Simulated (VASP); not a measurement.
Here is a VASP 6.6.1 calculation.

The input INCAR:

```
PREC = Accurate ; ENCUT = 520
EDIFF = 1E-8 ; ISMEAR = -1
SIGMA = 0.03 ; LREAL = False
LASPH = True ; NELM = 80
ALGO = Normal ; ISIF = 2
LWAVE = False ; LCHARG = False
GGA = PE ; LEFG = True
NBANDS = 14
```

The input KPOINTS:

```
regular mesh
0
Gamma
  12 12 12
```

POSCAR

```
HfN
1.0
   -0.0225900000      2.2477050000      2.2477050000
    2.2477050000     -0.0225900000      2.2477050000
    2.2477050000      2.2477050000     -0.0225900000
Hf N
1 1
Direct
    0.0000000000      0.0000000000      0.0000000000
    0.5000000000      0.5000000000      0.5000000000
```

Potentials or basis: VASP PAW PBE potentials, release 64 (Hf_pv, N).

Launch:

```sh
$ cat potpaw_PBE.64/Hf_pv/POTCAR potpaw_PBE.64/N/POTCAR > POTCAR
$ mpirun -np 1 vasp_std > vasp.out
```

(1) Estimate the pressure.

Answers

(1) 3.0 GPa.

Caveat: without QUAD_EFG the Cq values of the log hold for a quadrupole moment of 1 mb, not for the nuclei.
